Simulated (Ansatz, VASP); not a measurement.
## One calculation of CoSi2, two programs

File INCAR:

```
SYSTEM = CoSi2
PREC = Accurate
ENCUT = 520
EDIFF = 1E-7
ISMEAR = 0
SIGMA = 0.15
LREAL = .FALSE.
LASPH = .TRUE.
NELM = 100
ALGO = Normal
ISIF = 2
LWAVE = .FALSE.
LCHARG = .FALSE.
GGA = PE
NBANDS = 16
```

KPOINTS

```
Automatic mesh
0
G
  16 16 16
  0 0 0
```

Contents of POSCAR:

```
CoSi2
1.0
    0.0000000000      2.6397399719      2.6397399719
    2.6799390578     -0.0401990859      2.6799390578
    2.6799390578      2.6799390578     -0.0401990859
Co Si
1 2
Direct
    0.0000000000      0.0000000000      0.0000000000
    0.2500000000      0.2500000000      0.2500000000
    0.7500000000      0.7500000000      0.7500000000
```

Input for Ansatz:

```yaml
crystal:
  lattice:
    - [0.0, 2.6397399719, 2.6397399719]
    - [2.6799390578, -0.0401990859, 2.6799390578]
    - [2.6799390578, 2.6799390578, -0.0401990859]
  atoms:
    - { symbol: Co, position: [0.0, 0.0, 0.0] }
    - { symbol: Si, position: [0.25, 0.25, 0.25] }
    - { symbol: Si, position: [0.75, 0.75, 0.75] }
basis:
  ecutwfc: 420
kpoints:
  mp_grid: { grid: [16, 16, 16] }
hamiltonian:
  xc: pbe
scf:
  occupations: { method: gaussian, width: 0.15 }
output:
  forces: true
  stress: true
  eigenvalues: true
```

Change from the starting cell: strain -0.0300 x Voigt [0, 0, 0, 1, 0, 0], atoms carried along.

Alike in both runs: task single point; functional PBE; k mesh 16 × 16 × 16; occupations gaussian, width 0.15 eV; no spin polarisation.

|  | VASP | Ansatz |
| --- | --- | --- |
| version | VASP 6.6.1 | Ansatz 0.2.0 |
| potentials or method | VASP PAW PBE potentials, release 64 (Co, Si), cutoff 520 eV | scalar-relativistic, plane waves, PAW |
| valence electrons in the cell | 17 | 25 |

Ansatz gave:

* gap on the k mesh at the Fermi level (eV): none
* pressure (GPa): 0.2
* traceless stress, the component that is largest in VASP (GPa): 4.50
* rms of the force components (eV/Å): 0.127

**Question.** Estimate VASP's values.

**Answer.** gap on the k mesh at the Fermi level (eV): none; pressure (GPa): 0.0; traceless stress, the component that is largest in VASP (GPa): 4.49; rms of the force components (eV/Å): 0.127.

Atom by atom the forces differ by 0.000 eV/Å (rms over components). A gap of «none» marks a metal or a gap that the smearing closes. With one functional, cell and mesh, what is left measures potentials, basis and numerics. VASP's potentials hold 17 valence electrons a cell and Ansatz's 25, so a difference there can come from the potentials and not from the codes.
